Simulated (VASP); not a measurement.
Wanted: the native input for a VASP 6.6.1 run.

```yaml
Task: density of states
Functional: PBEsol
Potentials_or_basis: VASP PAW PBE potentials, release 64 (Cs_sv)
Cutoff: 520 eV
k_mesh: 9 × 9 × 9
Occupations: fermi-dirac, width 0.05 eV
Spin: no spin polarisation
Dipole_correction: no
k_mesh_for_the_DOS: 14 × 14 × 14
Occupations_for_the_DOS: tetrahedron
Further_INCAR_settings: ALGO = Normal; EDIFF = 1e-07; NBANDS = 10
```

Crystal: Cs.

```xyz
1
Lattice="-2.2270 2.2270 2.2270 2.2270 -2.2270 2.2270 2.2270 2.2270 -2.2270" Properties=species:S:1:pos:R:3 pbc="T T T"
Cs    0.0000    0.0000    0.0000
```

This cell differs from its parent crystal: volume scaled by 0.4.

The input as run:

POSCAR

```
Cs
1.0
   -2.2269952225      2.2269952225      2.2269952225
    2.2269952225     -2.2269952225      2.2269952225
    2.2269952225      2.2269952225     -2.2269952225
Cs
1
Direct
    0.0000000000      0.0000000000      0.0000000000
```

INCAR.step1

```
PREC = Accurate ; ENCUT = 520
EDIFF = 1E-7 ; ISMEAR = -1
SIGMA = 0.05 ; LREAL = False
LASPH = True ; NELM = 60
ALGO = Normal ; ISIF = 2
LWAVE = False ; LCHARG = True
GGA = PS ; NBANDS = 10
```

KPOINTS.step1

```
Automatic mesh
0
Gamma
  9 9 9
```

INCAR.step2

```
PREC = Accurate ; ENCUT = 520
EDIFF = 1E-7 ; ISMEAR = -5
SIGMA = 0.05 ; LREAL = False
LASPH = True ; NELM = 60
ALGO = Normal ; ISIF = 2
LWAVE = False ; LCHARG = False
GGA = PS ; LORBIT = 11
NBANDS = 10 ; NEDOS = 1001
ICHARG = 11
```

KPOINTS.step2

```
Automatic mesh
0
Gamma
  14 14 14
```

Potentials or basis: VASP PAW PBE potentials, release 64 (Cs_sv).

The run is started by

```console
$ cat potpaw_PBE.64/Cs_sv/POTCAR > POTCAR
$ cp INCAR.step1 INCAR
$ cp KPOINTS.step1 KPOINTS
$ mpirun -np 1 vasp_std > vasp.out
$ cp INCAR.step2 INCAR
$ cp KPOINTS.step2 KPOINTS
$ mpirun -np 1 vasp_std > vasp.out
```

Results of the run:

```json
{
  "Valence electrons inside the program's atomic spheres": "Cs 6.58"
}
```

Caveat: spin-orbit coupling is left out, which moves the levels of the heavy elements.

It took 22 s on 1 thread of AMD EPYC 9R45 (Zen 5), on a shared host, peak memory 0.15 GiB.
